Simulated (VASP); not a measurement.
# GaC4 (Im-3m) in VASP: notebook

The runs below take GaC4 through single point, relaxation of cell and atoms, with PBE.

Everything below comes from runs of VASP 6.6.1. Logs are shortened: lines on timing, memory, paths and dates and some standing lists are left out, and cuts for length are marked.

### 1 The cell of the first run

The structure is cubic, space group Im-3m (No. 229). Conventional cell: a = 4.717 Å, b = 4.717 Å, c = 4.717 Å, α = 90.00°, β = 90.00°, γ = 90.00°. Ga (site symmetry m-3m) has 8 C at 2.04 Å within 2.7 Å. C (site symmetry -3m) has 2 Ga at 2.04 Å and 6 C at 2.36 Å within 2.7 Å.

The cell was built from a structure type or drawn by symmetry, and may not be a known phase.

### 2 Single point, PBE

INCAR reads:

```
SYSTEM = GaC4
ALGO     = Normal         ! electronic algorithm
EDIFF    = 1E-6           ! SCF threshold, eV
ENCUT    = 520            ! plane-wave cutoff, eV
GGA      = PE             ! functional
ISIF     = 2              ! what is computed and relaxed
ISMEAR   = 0              ! smearing method
LASPH    = .TRUE.         ! aspherical terms in the spheres
LCHARG   = .FALSE.        ! write CHGCAR
LREAL    = .FALSE.        ! projectors in reciprocal space
LWAVE    = .FALSE.        ! write WAVECAR
NBANDS   = 22             ! bands
NELM     = 100            ! most SCF steps
PREC     = Accurate       ! precision mode
SIGMA    = 0.1            ! smearing width, eV
```

KPOINTS reads:

```
k-points
0
G
  12 12 12
  0 0 0
```

POSCAR reads:

```
GaC4
1.0
   -2.3586794040      2.3586794040      2.3586794040
    2.3586794040     -2.3586794040      2.3586794040
    2.3586794040      2.3586794040     -2.3586794040
Ga C
1 4
Direct
    0.0000000000      0.0000000000      0.0000000000
    0.5000000000      0.5000000000      0.5000000000
    0.5000000000      0.0000000000      0.0000000000
    0.0000000000      0.0000000000      0.5000000000
    0.0000000000      0.5000000000      0.0000000000
```

Potentials or basis: VASP PAW PBE potentials, release 64 (Ga_d, C).

On the command line:

```bash
cat potpaw_PBE.64/Ga_d/POTCAR potpaw_PBE.64/C/POTCAR > POTCAR
mpirun -np 1 vasp_std > vasp.out
```

OUTCAR:

```text
SYSTEM = GaC4
   EDIFF = 1E-6
   ENCUT = 520
   GGA = PE
   ISIF = 2
   ISMEAR = 0
   LASPH = .TRUE.
   LREAL = .FALSE.
   NELM = 100
   PREC = Accurate

 ion  position               nearest neighbor table
   1  0.000  0.000  0.000-   2 2.04   3 2.04   4 2.04   5 2.04   4 2.04   5 2.04   3 2.04   2 2.04

   2  0.500  0.500  0.500-   1 2.04   1 2.04
   3  0.500  0.000  0.000-   1 2.04   1 2.04
   4  0.000  0.000  0.500-   1 2.04   1 2.04
   5  0.000  0.500  0.000-   1 2.04   1 2.04

  LATTYP: Found a body centered cubic cell.
 ALAT       =     4.7173588080

  Lattice vectors:

 A1 = (  -2.3586794040,   2.3586794040,   2.3586794040)
 A2 = (   2.3586794040,  -2.3586794040,   2.3586794040)
 A3 = (   2.3586794040,   2.3586794040,  -2.3586794040)

Analysis of symmetry for initial positions (statically):
=====================================================================
 Subroutine PRICEL returns:
 Original cell was already a primitive cell.

 Routine SETGRP: Setting up the symmetry group for a
 body centered cubic supercell.

 Subroutine GETGRP returns: Found 48 space group operations
 (whereof 48 operations were pure point group operations)
 out of a pool of 48 trial point group operations.

The static configuration has the point symmetry O_h .

Analysis of symmetry for dynamics (positions and initial velocities):
=====================================================================
 Subroutine PRICEL returns:
 Original cell was already a primitive cell.

 Routine SETGRP: Setting up the symmetry group for a
 body centered cubic supercell.

 Subroutine GETGRP returns: Found 48 space group operations
 (whereof 48 operations were pure point group operations)
 out of a pool of 48 trial point group operations.

The dynamic configuration has the point symmetry O_h .

 Subroutine INISYM returns: Found 48 space group operations
 (whereof 48 operations are pure point group operations),
 and found     1 'primitive' translations

----------------------------------------------------------------------------------------

                                     Primitive cell

  volume of cell :      52.4888

  direct lattice vectors                    reciprocal lattice vectors
    -2.358679404  2.358679404  2.358679404     0.000000000  0.211983027  0.211983027
[... 84 lines left out ...]
   ISTART =      0    job   : 0-new  1-cont  2-samecut
   ICHARG =      2    charge: 1-file 2-atom 10-const
   ISPIN  =      1    spin polarized calculation?
   LNONCOLLINEAR =      F non collinear calculations
   LSORBIT =      F    spin-orbit coupling
   LASPH  =      T    aspherical Exc in radial PAW
   ENCUT  =  520.0 eV  38.22 Ry    6.18 a.u.   7.60  7.60  7.60*2*pi/ulx,y,z
   NELM   =    100;   NELMIN=  2; NELMDL= -5     # of ELM steps
   EDIFF  = 0.1E-05   stopping-criterion for ELM
   LREAL  =      F    real-space projection
   EDIFFG = 0.1E-04   stopping-criterion for IOM
   NSW    =      0    number of steps for IOM
   IBRION =     -1    ionic relax: 0-MD 1-quasi-New 2-CG
   NFREE  =      0    steps in history (QN), initial steepest desc. (CG)
   ISIF   =      2    stress and relaxation
   ISYM   =      2    0-nonsym 1-usesym 2-fastsym
   POTIM  = 0.5000    time-step for ionic-motion
   TEBEG  =    0.0;   TEEND  =   0.0 temperature during run
   PSTRESS=    0.0 pullay stress
   NELECT =      29.0000    total number of electrons
   NUPDOWN=      -1.0000    fix difference up-down
   EMIN   =  10.00;   EMAX   =-10.00  energy-range for DOS
   EFERMI =   0.00;   METHOD = LEGACY
   ISMEAR =     0;   SIGMA  =   0.10  broadening in eV -4-tet -1-fermi 0-gaus
   EFERMI_NEDOS =   21; number of points for ismear=-14 and -15
   IALGO  =     38    algorithm
   IMIX   =      4    mixing-type and parameters
     AMIX     =   0.40;   BMIX     =  1.00
     AMIX_MAG =   1.60;   BMIX_MAG =  1.00
  volume/ion in A,a.u.               =      10.50        70.84
  Fermi-wavevector in a.u.,A,eV,Ry     =   1.343338  2.538540 24.552483  1.804557
  Thomas-Fermi vector in A             =   2.471420
   LORBIT       =      0    0 simple, 1 ext, 2 COOP (PROOUT), +10 PAW based schemes
   GGA     = PE    functional components
   LHFCALC =     F    Hartree Fock is set to
   AEXX    =    0.0000 exact exchange contribution
   IVDW    =     0    specifies the selected vdW correction
   LEPSILON=     F    determine dielectric tensor
   LRPA    =     F    only Hartree local field effects (RPA)
 non-spin polarized calculation
 Gauss-broadening in eV      SIGMA  =   0.10
  energy-cutoff  :      520.00
  volume of cell :       52.49
 maximum number of plane-waves:      1441
   NGX = 15   NGY = 15   NGZ = 15

 number of electron      28.9999998 magnetization

 Free energy of the ion-electron system (eV)
  ---------------------------------------------------
  ext. energy  EPLUGINS =         0.00000000
  ---------------------------------------------------
  free energy    TOTEN  =       -22.49781045 eV

  energy without entropy =      -22.48632007  energy(sigma->0) =      -22.49206526

 E-fermi :   4.6628     XC(G=0): -11.3262

 val. band max:        4.6519120938   @ k =   0.5000   0.5000   0.1667
 cond. band min:       4.6743910995   @ k =   0.2500   0.1667  -0.0000
 fundamental gap:      0.0224790057
 Fermi energy:         4.6628151222

 k-point     1 :       0.0000    0.0000    0.0000
  band No.  band energies     occupation
      1     -10.5849      2.00000
      2     -10.0031      2.00000
      3     -10.0031      2.00000
      4     -10.0031      2.00000
      5      -9.5913      2.00000
      6      -9.5913      2.00000
[... 589 lines left out ...]
     21       8.6916      0.00000
     22      13.8118      0.00000

 [... further k-points ...]
[... 5 lines left out ...]
  --------------------------------------------------------------------------------------
  -------------------------------------------------------------------------------------
  Total        0.0087185      0.0087185      0.0087185      0.0000000     -0.0000000      0.0000000
  in kB        0.2661253      0.2661253      0.2661253      0.0000000     -0.0000000      0.0000000
  external PRESSURE =       0.2661253 kB  Pullay stress =       0.0000000 kB

 VOLUME and BASIS-vectors are now :
 -----------------------------------------------------------------------------
  energy-cutoff  :      520.00
  volume of cell :       52.49
      direct lattice vectors                 reciprocal lattice vectors
    -2.358679404  2.358679404  2.358679404     0.000000000  0.211983027  0.211983027
     2.358679404 -2.358679404  2.358679404     0.211983027  0.000000000  0.211983027
     2.358679404  2.358679404 -2.358679404     0.211983027  0.211983027  0.000000000

 POSITION                                       TOTAL-FORCE (eV/Angst)
 -----------------------------------------------------------------------------------
      0.00000      0.00000      0.00000         0.000000      0.000000     -0.000000
      1.17934      1.17934      1.17934        -0.000000     -0.000000      0.000000
     -1.17934      1.17934      1.17934        -0.000000      0.000000      0.000000
      1.17934      1.17934     -1.17934         0.000000      0.000000     -0.000000
      1.17934     -1.17934      1.17934        -0.000000      0.000000     -0.000000
 -----------------------------------------------------------------------------------
    total drift:                               -0.000000      0.000000     -0.000000

  FREE ENERGIE OF THE ION-ELECTRON SYSTEM (eV)
  ---------------------------------------------------
  free  energy   TOTEN  =       -22.4978104453 eV

  energy  without entropy=      -22.4863200659  energy(sigma->0) =      -22.49206526
```

OSZICAR:

```text
N       E                     dE             d eps       ncg     rms          rms(c)
DAV:   1     0.181199292536E+03    0.18120E+03   -0.13921E+04  3520   0.182E+03
DAV:   2    -0.287512366671E+01   -0.18407E+03   -0.17372E+03  3682   0.418E+02
DAV:   3    -0.219760478380E+02   -0.19101E+02   -0.18272E+02  3908   0.979E+01
DAV:   4    -0.226729168109E+02   -0.69687E+00   -0.69066E+00  3636   0.196E+01
DAV:   5    -0.226896354373E+02   -0.16719E-01   -0.16705E-01  3814   0.284E+00    0.343E+00
DAV:   6    -0.225413503785E+02    0.14829E+00   -0.18616E-01  5008   0.131E+01    0.197E+00
DAV:   7    -0.224973967361E+02    0.43954E-01   -0.12893E-01  5100   0.457E+00    0.449E-01
DAV:   8    -0.224974832325E+02   -0.86496E-04   -0.13747E-02  4324   0.169E+00    0.158E-01
DAV:   9    -0.224977528061E+02   -0.26957E-03   -0.15668E-03  4512   0.560E-01    0.346E-02
DAV:  10    -0.224977975668E+02   -0.44761E-04   -0.16023E-04  3690   0.153E-01    0.133E-02
DAV:  11    -0.224978102628E+02   -0.12696E-04   -0.24743E-05  3866   0.433E-02    0.325E-03
DAV:  12    -0.224978104453E+02   -0.18248E-06   -0.11837E-06  2400   0.202E-02
   1 F= -.22497810E+02 E0= -.22492065E+02  d E =-.114904E-01
```

Run time: 28 s. Hardware: 1 thread of Intel Xeon 6975P-C (Granite Rapids), shared host; peak memory 0.21 GiB.

What came out:

```
Free energy            : -22.4978 eV
Pressure               : 0.0 GPa
Band gap on the k mesh : zero (an odd number of electrons rules out a gap without spin polarisation)
```

### 3 Relaxation of cell and atoms, PBE

This run uses another cell than the first one, of 10.45 Å³/atom.

INCAR reads:

```
  PREC = Accurate
  ENCUT = 600
  EDIFF = 1E-6
  ISMEAR = 0
  SIGMA = 0.1
  LREAL = False
  LASPH = True
  NELM = 100
  ALGO = Normal
  ISIF = 3
  LWAVE = False
  LCHARG = False
  GGA = PE
  IBRION = 2
  NSW = 100
  EDIFFG = -0.01
```

KPOINTS reads:

```
Automatic mesh
0
Gamma
  12 12 12
```

POSCAR: that of step 2 with these lines changed.

```diff
@@ -2,5 +2,5 @@
 1.0
-   -2.3586794040      2.3586794040      2.3586794040
-    2.3586794040     -2.3586794040      2.3586794040
-    2.3586794040      2.3586794040     -2.3586794040
+   -2.3553598305      2.3553598305      2.3553598305
+    2.3553598305     -2.3553598305      2.3553598305
+    2.3553598305      2.3553598305     -2.3553598305
 Ga C
```

Potentials or basis: VASP PAW PBE potentials, release 64 (Ga_d, C).

On the command line:

```bash
cat potpaw_PBE.64/Ga_d/POTCAR potpaw_PBE.64/C/POTCAR > POTCAR
mpirun -np 1 vasp_std > vasp.out
```

Run time: 46 s. Hardware: 1 thread of Intel Xeon 6975P-C (Granite Rapids), shared host; peak memory 0.26 GiB.

It converged, with:

```yaml
Free_energy: -22.4981 eV
Relaxed_volume: 10.50 Å³/atom
Relaxed_cell: a = 4.086 Å, b = 4.086 Å, c = 4.086 Å, α = 109.47°, β = 109.47°, γ = 109.47°
Space_group_after_relaxing_to_0.1_Å: Im-3m (No. 229)
Energy_gained_by_relaxing: 0.1 meV/atom
Ionic_steps: 2
Pressure_after_relaxing: -0.1 GPa
Band_gap_on_the_k_mesh: zero (an odd number of electrons rules out a gap without spin polarisation)
```

Step by step:
| step | energy change (eV) | largest force (eV/Å) | pressure (GPa) | volume (Å³) |
| --- | --- | --- | --- | --- |
| 1 | 0.0000 | 0.0000 | 0.49 | 52.27 |
| 2 | -0.0003 | 0.0000 | -0.05 | 52.51 |

Final structure:
```xyz
5
Lattice="-2.3590 2.3590 2.3590 2.3590 -2.3590 2.3590 2.3590 2.3590 -2.3590" Properties=species:S:1:pos:R:3 pbc="T T T"
Ga    2.3590    2.3590    2.3590
C     1.1795    1.1795    1.1795
C    -1.1795    1.1795    1.1795
C    -1.1795    3.5385    1.1795
C     3.5385    1.1795   -1.1795
```

Levels at points of the mesh, in eV from the Fermi level:
| k point | band 12 | band 13 | band 14 | band 15 | band 16 | band 17 | band 18 |
| --- | --- | --- | --- | --- | --- | --- | --- |
| (0.00, 0.00, 0.00) | -5.41 | -2.75 | -2.75 | -2.75 | 2.41 | 3.29 | 3.29 |
| (0.50, 0.00, 0.00) | -1.42 | -0.69 | -0.26 | 0.24 | 0.76 | 0.90 | 1.51 |
| (0.50, 0.50, 0.50) | -3.81 | -0.99 | -0.99 | -0.99 | 4.41 | 4.41 | 4.42 |
